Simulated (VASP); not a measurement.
Write the native input for VASP 6.6.1 that does the following.

| Item | Value |
| --- | --- |
| Task | relaxation of cell and atoms |
| Functional | PBEsol |
| Potentials or basis | VASP PAW PBE potentials, release 64 (Ti_sv) |
| Cutoff | 600 eV |
| k mesh | 16 × 16 × 16 |
| Occupations | fermi-dirac, width 0.05 eV |
| Spin | no spin polarisation |
| Target pressure | 13 GPa |
| Dipole correction | no |
| Further INCAR settings | ALGO = Normal; EDIFF = 1e-06; IBRION = 2; EDIFFG = -0.005; NSW = 60; ISIF = 3 |

The structure of Ti lies in POSCAR:

```
Ti
1.0
   -2.4147447675      2.4147447675      1.3281096221
    2.4147447675     -2.4147447675      1.3281096221
    2.4147447675      2.4147447675     -1.3281096221
Ti
2
Direct
   -0.3750000000     -0.1250000000     -0.2500000000
    0.3750000000      0.1250000000      0.2500000000
```

These files were run (other wordings do the same):

INCAR

```
SYSTEM = Ti
PREC = Accurate
ENCUT = 600
EDIFF = 1E-6
ISMEAR = -1
SIGMA = 0.05
LREAL = .False.
LASPH = .True.
NELM = 100
ALGO = Normal
ISIF = 3
LWAVE = .False.
LCHARG = .False.
GGA = PS
IBRION = 2
NSW = 60
EDIFFG = -0.005
PSTRESS = 130.0
```

KPOINTS

```
regular mesh
0
Gamma
  16 16 16
  0 0 0
```

Potentials or basis: VASP PAW PBE potentials, release 64 (Ti_sv).

Run with:

```console
$ cat potpaw_PBE.64/Ti_sv/POTCAR > POTCAR
$ mpirun -np 1 vasp_std > vasp.out
```

It gave:

```json
{
  "Relaxed volume": "14.94 Å³/atom",
  "Relaxed cell": "a = 3.591 Å, b = 3.591 Å, c = 3.591 Å, α = 98.10°, β = 98.10°, γ = 135.91°",
  "Space group after relaxing (to 0.1 Å)": "I4_1/amd (No. 141)",
  "Energy change on relaxing (the run minimises the enthalpy)": "+29.7 meV/atom",
  "Ionic steps": "8",
  "Pressure after relaxing": "13.0 GPa",
  "Band gap on the k mesh": "zero (bands 12 and 13 overlap by 1.00 eV)"
}
```

Caveat: the cell is relaxed towards a set pressure, so the run minimises the enthalpy, not the energy; the PAW data sets were made with another functional, which shifts forces and pressure a little.

Wall time 22 min on 1 thread of Oxide Virtual Turin-like Processor, on a shared host, peak memory 0.29 GiB.
